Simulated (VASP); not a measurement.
# LiNbO3 (Pm-3m) in VASP: further runs

LiNbO3 is run at these levels: PBE; tasks: single point.

All numbers are computed with VASP 6.6.1; they aren't measurements. Logs are shortened: lines on timing, memory, paths and dates and some standing lists are left out, and cuts for length are marked.

## (1) The cell of the first run

The structure is cubic, space group Pm-3m (No. 221). The conventional cell has a = 3.875 Å, b = 3.875 Å, c = 3.875 Å, α = 90.00°, β = 90.00°, γ = 90.00°. Li (site symmetry m-3m) has 12 O at 2.74 Å and 8 Nb at 3.36 Å within 3.6 Å. Nb (site symmetry m-3m) has 6 O at 1.94 Å within 2.6 Å. Within 2.6 Å of O (site symmetry 4/mmm) lie 2 Nb at 1.94 Å.

## (2) Single point, PBE (volume changed by -6%)

Contents of INCAR:

```
SYSTEM = LiNbO3
PREC = Accurate
ENCUT = 520
EDIFF = 1E-6
ISMEAR = 0
SIGMA = 0.01
LREAL = .False.
LASPH = .True.
NELM = 60
ALGO = Normal
ISIF = 2
LWAVE = .False.
LCHARG = .False.
GGA = PE
NBANDS = 25
```

Contents of KPOINTS:

```
regular mesh
0
Gamma
  6 6 6
  0 0 0
```

Contents of POSCAR:

```
LiNbO3
1.0
    3.8752663699      0.0000000000      0.0000000000
    0.0000000000      3.8752663699      0.0000000000
    0.0000000000      0.0000000000      3.8752663699
Li Nb O
1 1 3
Direct
    0.0000000000      0.0000000000      0.0000000000
    0.5000000000      0.5000000000      0.5000000000
    0.5000000000      0.5000000000      0.0000000000
    0.5000000000      0.0000000000      0.5000000000
    0.0000000000      0.5000000000      0.5000000000
```

Potentials or basis: VASP PAW PBE potentials, release 64 (Li_sv, Nb_sv, O).

The run is started by

```bash
$ cat potpaw_PBE.64/Li_sv/POTCAR potpaw_PBE.64/Nb_sv/POTCAR potpaw_PBE.64/O/POTCAR > POTCAR
$ mpirun -np 1 vasp_std > vasp.out
```

OUTCAR:

```text
SYSTEM = LiNbO3
   PREC = Accurate
   ENCUT = 520
   EDIFF = 1E-6
   ISMEAR = 0
   LREAL = .False.
   LASPH = .True.
   NELM = 60
   ISIF = 2
   GGA = PE

 ion  position               nearest neighbor table
   1  0.000  0.000  0.000-
   2  0.500  0.500  0.500-   3 1.94   4 1.94   5 1.94   3 1.94   4 1.94   5 1.94
   3  0.500  0.500  0.000-   2 1.94   2 1.94
   4  0.500  0.000  0.500-   2 1.94   2 1.94
   5  0.000  0.500  0.500-   2 1.94   2 1.94

  LATTYP: Found a simple cubic cell.
 ALAT       =     3.8752663699

  Lattice vectors:

 A1 = (   3.8752663699,   0.0000000000,   0.0000000000)
 A2 = (   0.0000000000,   3.8752663699,   0.0000000000)
 A3 = (   0.0000000000,   0.0000000000,   3.8752663699)

Analysis of symmetry for initial positions (statically):
=====================================================================
 Subroutine PRICEL returns:
 Original cell was already a primitive cell.

 Routine SETGRP: Setting up the symmetry group for a
 simple cubic supercell.

 Subroutine GETGRP returns: Found 48 space group operations
 (whereof 48 operations were pure point group operations)
 out of a pool of 48 trial point group operations.

The static configuration has the point symmetry O_h .

Analysis of symmetry for dynamics (positions and initial velocities):
=====================================================================
 Subroutine PRICEL returns:
 Original cell was already a primitive cell.

 Routine SETGRP: Setting up the symmetry group for a
 simple cubic supercell.

 Subroutine GETGRP returns: Found 48 space group operations
 (whereof 48 operations were pure point group operations)
 out of a pool of 48 trial point group operations.

The dynamic configuration has the point symmetry O_h .

 Subroutine INISYM returns: Found 48 space group operations
 (whereof 48 operations are pure point group operations),
 and found     1 'primitive' translations

----------------------------------------------------------------------------------------

                                     Primitive cell

  volume of cell :      58.1975

  direct lattice vectors                    reciprocal lattice vectors
     3.875266370  0.000000000  0.000000000     0.258046778  0.000000000  0.000000000
     0.000000000  3.875266370  0.000000000     0.000000000  0.258046778  0.000000000
     0.000000000  0.000000000  3.875266370     0.000000000  0.000000000  0.258046778

  length of vectors
     3.875266370  3.875266370  3.875266370     0.258046778  0.258046778  0.258046778

  position of ions in fractional coordinates (direct lattice)
     0.000000000  0.000000000  0.000000000
     0.500000000  0.500000000  0.500000000
     0.500000000  0.500000000  0.000000000
     0.500000000  0.000000000  0.500000000
     0.000000000  0.500000000  0.500000000

  ion indices of the primitive-cell ions
   primitive index   ion index
                 1           1
                 2           2
                 3           3
                 4           4
                 5           5

----------------------------------------------------------------------------------------

 KPOINTS: regular mesh

Automatic generation of k-mesh.
 Grid dimensions read from file:
 generate k-points for:    6    6    6

 Generating k-lattice:

  Cartesian coordinates                     Fractional coordinates (reciprocal lattice)
     0.043007796  0.000000000  0.000000000     0.166666667  0.000000000  0.000000000
     0.000000000  0.043007796  0.000000000     0.000000000  0.166666667  0.000000000
     0.000000000  0.000000000  0.043007796     0.000000000  0.000000000  0.166666667

  Length of vectors
     0.043007796  0.043007796  0.043007796

  Shift w.r.t. Gamma in fractional coordinates (k-lattice)
     0.000000000  0.000000000  0.000000000

 Subroutine IBZKPT returns following result:
 ===========================================

 Found     20 irreducible k-points:

 Following reciprocal coordinates:
            Coordinates               Weight
  0.000000  0.000000  0.000000      1.000000
  0.166667  0.000000  0.000000      6.000000
  0.333333  0.000000  0.000000      6.000000
  0.500000  0.000000  0.000000      3.000000
  0.166667  0.166667  0.000000     12.000000
  0.333333  0.166667  0.000000     24.000000
[... 12 lines left out ...]
  0.500000  0.500000  0.333333      6.000000
  0.500000  0.500000  0.500000      1.000000
   k-points           NKPTS =     20   k-points in BZ     NKDIM =     20   number of bands    NBANDS=     25
   number of dos      NEDOS =    301   number of ions     NIONS =      5
   total plane-waves  NPLWV =  27000
   dimension x,y,z NGX =    30 NGY =   30 NGZ =   30
   dimension x,y,z NGXF=    60 NGYF=   60 NGZF=   60
   ions per type =               1   1   3
   NGX,Y,Z   is equivalent  to a cutoff of  12.87, 12.87, 12.87 a.u.
   NGXF,Y,Z  is equivalent  to a cutoff of  25.74, 25.74, 25.74 a.u.
 SYSTEM =  LiNbO3
   PREC   = accura    normal or accurate (medium, high low for compatibility)
   ISTART =      0    job   : 0-new  1-cont  2-samecut
   ICHARG =      2    charge: 1-file 2-atom 10-const
   ISPIN  =      1    spin polarized calculation?
   LNONCOLLINEAR =      F non collinear calculations
   LSORBIT =      F    spin-orbit coupling
   LASPH  =      T    aspherical Exc in radial PAW
   ENCUT  =  520.0 eV  38.22 Ry    6.18 a.u.   7.21  7.21  7.21*2*pi/ulx,y,z
   NELM   =     60;   NELMIN=  2; NELMDL= -5     # of ELM steps
   EDIFF  = 0.1E-05   stopping-criterion for ELM
   LREAL  =      F    real-space projection
   EDIFFG = 0.1E-04   stopping-criterion for IOM
   NSW    =      0    number of steps for IOM
   IBRION =     -1    ionic relax: 0-MD 1-quasi-New 2-CG
   NFREE  =      0    steps in history (QN), initial steepest desc. (CG)
   ISIF   =      2    stress and relaxation
   ISYM   =      2    0-nonsym 1-usesym 2-fastsym
   POTIM  = 0.5000    time-step for ionic-motion
   TEBEG  =    0.0;   TEEND  =   0.0 temperature during run
   PSTRESS=    0.0 pullay stress
   NELECT =      34.0000    total number of electrons
   NUPDOWN=      -1.0000    fix difference up-down
   EMIN   =  10.00;   EMAX   =-10.00  energy-range for DOS
   EFERMI =   0.00;   METHOD = LEGACY
   ISMEAR =     0;   SIGMA  =   0.01  broadening in eV -4-tet -1-fermi 0-gaus
   EFERMI_NEDOS =   21; number of points for ismear=-14 and -15
   IALGO  =     38    algorithm
   IMIX   =      4    mixing-type and parameters
     AMIX     =   0.40;   BMIX     =  1.00
     AMIX_MAG =   1.60;   BMIX_MAG =  1.00
  volume/ion in A,a.u.               =      11.64        78.55
  Fermi-wavevector in a.u.,A,eV,Ry     =   1.368568  2.586218 25.483402  1.872977
  Thomas-Fermi vector in A             =   2.494520
   LORBIT       =      0    0 simple, 1 ext, 2 COOP (PROOUT), +10 PAW based schemes
   GGA     = PE    functional components
   LHFCALC =     F    Hartree Fock is set to
   AEXX    =    0.0000 exact exchange contribution
   IVDW    =     0    specifies the selected vdW correction
   LEPSILON=     F    determine dielectric tensor
   LRPA    =     F    only Hartree local field effects (RPA)
 non-spin polarized calculation
 Gauss-broadening in eV      SIGMA  =   0.01
  energy-cutoff  :      520.00
  volume of cell :       58.20
 maximum number of plane-waves:      1596
 NGX is ok and might be reduce to    30
   NGX = 15   NGY = 15   NGZ = 15

 number of electron      34.0000012 magnetization

 Free energy of the ion-electron system (eV)
  ---------------------------------------------------
  ext. energy  EPLUGINS =         0.00000000
  ---------------------------------------------------
  free energy    TOTEN  =       -39.06722850 eV

  energy without entropy =      -39.06722850  energy(sigma->0) =      -39.06722850

 E-fermi :   3.9217     XC(G=0): -10.1978

 val. band max:        3.7481679178   @ k =   0.5000   0.5000   0.5000
 cond. band min:       5.5615211883   @ k =   0.0000   0.0000   0.0000
 fundamental gap:      1.8133532705
 Fermi energy:         3.9217011617

 k-point     1 :       0.0000    0.0000    0.0000
  band No.  band energies     occupation
      1     -50.8574      2.00000
      2     -41.7906      2.00000
      3     -27.0205      2.00000
      4     -27.0205      2.00000
      5     -27.0205      2.00000
      6     -13.8603      2.00000
[... 17 lines left out ...]
     24      15.1660      0.00000
     25      15.1661      0.00000

 k-point     2 :       0.1667    0.0000    0.0000
  band No.  band energies     occupation
      1     -50.8564      2.00000
      2     -41.7905      2.00000
      3     -27.0740      2.00000
      4     -27.0187      2.00000
      5     -27.0187      2.00000
      6     -13.7619      2.00000
[... 17 lines left out ...]
     24      13.7230      0.00000
     25      14.9985      0.00000

 k-point     3 :       0.3333    0.0000    0.0000
  band No.  band energies     occupation
      1     -50.8544      2.00000
      2     -41.7903      2.00000
      3     -27.1778      2.00000
      4     -27.0151      2.00000
      5     -27.0151      2.00000
      6     -13.6817      2.00000
[... 17 lines left out ...]
     24      13.0922      0.00000
     25      14.7065      0.00000

 k-point     4 :       0.5000    0.0000    0.0000
  band No.  band energies     occupation
      1     -50.8534      2.00000
      2     -41.7903      2.00000
      3     -27.2283      2.00000
      4     -27.0132      2.00000
      5     -27.0132      2.00000
      6     -13.6609      2.00000
[... 17 lines left out ...]
     24      13.6936      0.00000
     25      14.5892      0.00000
[... 365 lines left out ...]
 k-point    18 :       0.5000    0.3333    0.3333
  band No.  band energies     occupation
      1     -50.8474      2.00000
      2     -41.7899      2.00000
      3     -27.2158      2.00000
      4     -27.1640      2.00000
      5     -27.1631      2.00000
      6     -12.4572      2.00000
[... 17 lines left out ...]
     24      14.0208      0.00000
     25      14.7142      0.00000

 k-point    19 :       0.5000    0.5000    0.3333
  band No.  band energies     occupation
      1     -50.8464      2.00000
      2     -41.7898      2.00000
      3     -27.2137      2.00000
      4     -27.2137      2.00000
      5     -27.1615      2.00000
      6     -12.4025      2.00000
[... 17 lines left out ...]
     24      13.9227      0.00000
     25      15.1044      0.00000

 k-point    20 :       0.5000    0.5000    0.5000
  band No.  band energies     occupation
      1     -50.8454      2.00000
      2     -41.7897      2.00000
      3     -27.2116      2.00000
      4     -27.2116      2.00000
      5     -27.2116      2.00000
      6     -11.9821      2.00000
[... 17 lines left out ...]
     24      13.9987      0.00000
     25      16.2533      0.00000

------------------------ aborting loop because EDIFF is reached ----------------------------------------

  FORCE on cell =-STRESS in cart. coord.  units (eV):
  Direction    XX          YY          ZZ          XY          YZ          ZX
  --------------------------------------------------------------------------------------
  -------------------------------------------------------------------------------------
  Total        4.5551356      4.5551356      4.5551356      0.0000000     -0.0000000     -0.0000000
  in kB      125.4027935    125.4027935    125.4027935      0.0000000     -0.0000000     -0.0000000
  external PRESSURE =     125.4027935 kB  Pullay stress =       0.0000000 kB

 VOLUME and BASIS-vectors are now :
 -----------------------------------------------------------------------------
  energy-cutoff  :      520.00
  volume of cell :       58.20
      direct lattice vectors                 reciprocal lattice vectors
     3.875266370  0.000000000  0.000000000     0.258046778  0.000000000  0.000000000
     0.000000000  3.875266370  0.000000000     0.000000000  0.258046778  0.000000000
     0.000000000  0.000000000  3.875266370     0.000000000  0.000000000  0.258046778

 POSITION                                       TOTAL-FORCE (eV/Angst)
 -----------------------------------------------------------------------------------
      0.00000      0.00000      0.00000         0.000000      0.000000      0.000000
      1.93763      1.93763      1.93763         0.000000      0.000000      0.000000
      1.93763      1.93763      0.00000         0.000000      0.000000      0.000000
      1.93763      0.00000      1.93763         0.000000      0.000000      0.000000
      0.00000      1.93763      1.93763         0.000000      0.000000      0.000000
 -----------------------------------------------------------------------------------
    total drift:                                0.000000      0.000000     -0.000000

  FREE ENERGIE OF THE ION-ELECTRON SYSTEM (eV)
  ---------------------------------------------------
  free  energy   TOTEN  =       -39.0672285048 eV

  energy  without entropy=      -39.0672285048  energy(sigma->0) =      -39.06722850
```

Run time: 27 s. Hardware: 1 thread of Intel Xeon 6975P-C (Granite Rapids), shared host; peak memory 0.17 GiB.

What came out:

```yaml
Free_energy: -39.0672 eV
Band_gap_on_the_k_mesh: 1.81 eV, indirect (least direct gap 2.58 eV)
```

Caveat: the cell differs from its parent crystal (volume changed by -6%); the cutoff is under 1.25 times the usual one of these potentials, so pressure, stress and relaxed cells hold a basis-set (Pulay) error.

## (3) Single point, PBE (volume changed by -3%)

Contents of INCAR:

```
SYSTEM = LiNbO3
PREC = Accurate
ENCUT = 520
EDIFF = 1E-6
ISMEAR = 0
SIGMA = 0.01
LREAL = .FALSE.
LASPH = .TRUE.
NELM = 80
ALGO = Normal
ISIF = 2
LWAVE = .FALSE.
LCHARG = .FALSE.
GGA = PE
NBANDS = 25
```

Contents of KPOINTS:

```
regular mesh
0
G
  6 6 6
  0 0 0
```

Edit POSCAR of step 2 so:

```diff
@@ -2,5 +2,5 @@
 1.0
-    3.8752663699      0.0000000000      0.0000000000
-    0.0000000000      3.8752663699      0.0000000000
-    0.0000000000      0.0000000000      3.8752663699
+    3.9160616454      0.0000000000      0.0000000000
+    0.0000000000      3.9160616454      0.0000000000
+    0.0000000000      0.0000000000      3.9160616454
 Li Nb O
```

Potentials or basis: VASP PAW PBE potentials, release 64 (Li_sv, Nb_sv, O).

The run is started by

```bash
$ cat potpaw_PBE.64/Li_sv/POTCAR potpaw_PBE.64/Nb_sv/POTCAR potpaw_PBE.64/O/POTCAR > POTCAR
$ mpirun -np 1 vasp_std > vasp.out
```

Run time: 30 s. Hardware: 1 thread of Intel Xeon 6975P-C (Granite Rapids), shared host; peak memory 0.18 GiB.

It converged, with:

- Free energy: -39.1736 eV
- Band gap on the k mesh: 1.74 eV, indirect (least direct gap 2.53 eV)

Levels at points of the mesh, in eV from the valence-band top:
| k point | band 15 | band 16 | band 17 | band 18 | band 19 | band 20 |
| --- | --- | --- | --- | --- | --- | --- |
| (0.00, 0.00, 0.00) | -0.79 | -0.79 | -0.79 | 1.74 | 1.74 | 1.74 |
| (0.50, 0.00, 0.00) | -1.50 | -0.84 | -0.84 | 1.82 | 4.53 | 4.53 |
| (0.50, 0.50, 0.00) | -2.05 | -1.41 | -0.02 | 4.57 | 4.57 | 5.76 |
| (0.50, 0.50, 0.50) | 0.00 | 0.00 | 0.00 | 5.75 | 5.75 | 5.75 |

Caveat: the cell differs from its parent crystal (volume changed by -3%); the cutoff is under 1.25 times the usual one of these potentials, so pressure, stress and relaxed cells hold a basis-set (Pulay) error. A k mesh can miss the band edges.

## (4) Single point, PBE

This run uses another cell than the first one, of 12.17 Å³/atom, 1.045 times its volume.

Edit INCAR of step 3 so:

```diff
@@ -3,3 +3,3 @@
 ENCUT = 520
-EDIFF = 1E-6
+EDIFF = 1E-7
 ISMEAR = 0
@@ -8,3 +8,3 @@
 LASPH = .TRUE.
-NELM = 80
+NELM = 60
 ALGO = Normal
```

KPOINTS is that of step 3.

Edit POSCAR of step 3 so:

```diff
@@ -2,5 +2,5 @@
 1.0
-    3.9160616454      0.0000000000      0.0000000000
-    0.0000000000      3.9160616454      0.0000000000
-    0.0000000000      0.0000000000      3.9160616454
+    3.9331683500      0.0000000000      0.0000000000
+    0.0000000000      3.9331683500      0.0000000000
+    0.0000000000      0.0000000000      3.9331683500
 Li Nb O
```

The run is started by

```bash
$ cat potpaw_PBE.64/Li_sv/POTCAR potpaw_PBE.64/Nb_sv/POTCAR potpaw_PBE.64/O/POTCAR > POTCAR
$ mpirun -np 1 vasp_std > vasp.out
```

Wall time 37 s (1 thread of Intel Xeon 6975P-C (Granite Rapids), shared host); peak memory 0.18 GiB.

It converged, with:

- Free energy: -39.1955 eV
- Band gap on the k mesh: 1.72 eV, indirect (least direct gap 2.51 eV)

Levels at points of the mesh, in eV from the valence-band top:
| k point | band 15 | band 16 | band 17 | band 18 | band 19 | band 20 |
| --- | --- | --- | --- | --- | --- | --- |
| (0.00, 0.00, 0.00) | -0.79 | -0.79 | -0.79 | 1.72 | 1.72 | 1.72 |
| (0.50, 0.00, 0.00) | -1.47 | -0.85 | -0.85 | 1.79 | 4.45 | 4.45 |
| (0.50, 0.50, 0.00) | -2.02 | -1.44 | -0.02 | 4.48 | 4.48 | 5.66 |
| (0.50, 0.50, 0.50) | 0.00 | 0.00 | 0.00 | 5.64 | 5.64 | 5.64 |

Caveat: the cutoff is under 1.25 times the usual one of these potentials, so pressure, stress and relaxed cells hold a basis-set (Pulay) error. A k mesh can miss the band edges.

## (5) The runs side by side

```csv
cell,gap on the mesh (eV)
"a = 3.875 Å, 5 atoms",1.81
"a = 3.916 Å, 5 atoms",1.74
"a = 3.933 Å, 5 atoms",1.72
```

Alike in all rows: task single point; level PBE; potentials or basis VASP PAW PBE potentials, release 64 (Li_sv, Nb_sv, O); no spin polarisation; k mesh 6 × 6 × 6; cutoff (eV) 520; smearing gaussian 0.01 eV.

Caveats: the cutoff is under 1.25 times the usual one of these potentials, so pressure, stress and relaxed cells hold a basis-set (Pulay) error.

Absolute energies hang on the potentials; compare differences alone.
